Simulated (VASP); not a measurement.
Mo: single point with PBE

Crystal: Mo.

```
CELL_PARAMETERS angstrom
-1.60134 1.60134 1.60134
1.60134 -1.60134 1.60134
1.60134 1.60134 -1.60134
ATOMIC_POSITIONS crystal
Mo 0.00000 0.00000 0.00000
```

```yaml
Program: VASP 6.6.1
Task: single point
Functional: PBE
Potentials_or_basis: VASP PAW PBE potentials, release 64 (Mo_sv)
Cutoff: 500 eV
k_mesh: 48 × 48 × 48
Occupations: fermi-dirac, width 0.0612256 eV
Spin: no spin polarisation
Dipole_correction: no
Further_INCAR_settings: ALGO = Normal; EDIFF = 1e-06; NBANDS = 13
```

```yaml
Pressure: -8.9 GPa
Band_gap_on_the_k_mesh: zero (bands 7 and 8 overlap by 4.98 eV)
```

Levels at points of the mesh, in eV from the Fermi level:
| k point | band 5 | band 6 | band 7 | band 8 | band 9 | band 10 |
| --- | --- | --- | --- | --- | --- | --- |
| (0.00, 0.00, 0.00) | -7.07 | -1.28 | -1.28 | -1.28 | 1.57 | 1.57 |
| (0.50, 0.00, 0.00) | -5.04 | -3.18 | 1.45 | 1.57 | 2.16 | 4.40 |
| (0.50, 0.50, 0.50) | -5.07 | -5.07 | 3.70 | 3.70 | 3.70 | 8.69 |

Run time: 7.2 min on 1 thread of Intel Xeon 8259CL (shared host), peak memory 0.58 GiB.

Caveat: the cell stands under tension.
